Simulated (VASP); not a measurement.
InP, 2 atoms in the cell. The structure is cubic, space group F-43m (No. 216). The conventional cell has a = 5.861 Å, b = 5.861 Å, c = 5.861 Å, α = 90.00°, β = 90.00°, γ = 90.00°. Within 3.3 Å of In (site symmetry -43m) lie 4 P at 2.54 Å. P (site symmetry -43m) has 4 In at 2.54 Å within 3.3 Å. 

- Program: VASP 6.6.1
- Task: single point
- Functional: r2SCAN
- Dispersion: D3(BJ)
- Potentials or basis: VASP PAW PBE potentials, release 64 (In_d, P)
- Cutoff: 550 eV
- k mesh: 5 × 5 × 5
- Occupations: gaussian, width 0.01 eV
- Spin: no spin polarisation
- Dipole correction: no
- Further INCAR settings: ALGO = Normal; EDIFF = 1e-06; NBANDS = 16

Potentials or basis: VASP PAW PBE potentials, release 64 (In_d, P).

Launch:

```console
$ cat potpaw_PBE.64/In_d/POTCAR potpaw_PBE.64/P/POTCAR > POTCAR
$ cp INCAR.step1 INCAR
$ mpirun -np 1 vasp_std > vasp.out
$ cp INCAR.step2 INCAR
$ mpirun -np 1 vasp_std > vasp.out
```

Hardware: 1 thread of AMD EPYC 7R43 64-Core Processor (Zen 3) (shared host).

Problem. How long does it take, and how much memory?

Solution. It took 36 s on 1 thread of AMD EPYC 7R43 64-Core Processor (Zen 3), with other jobs on the host, peak memory 0.16 GiB. Counts: k points 10.
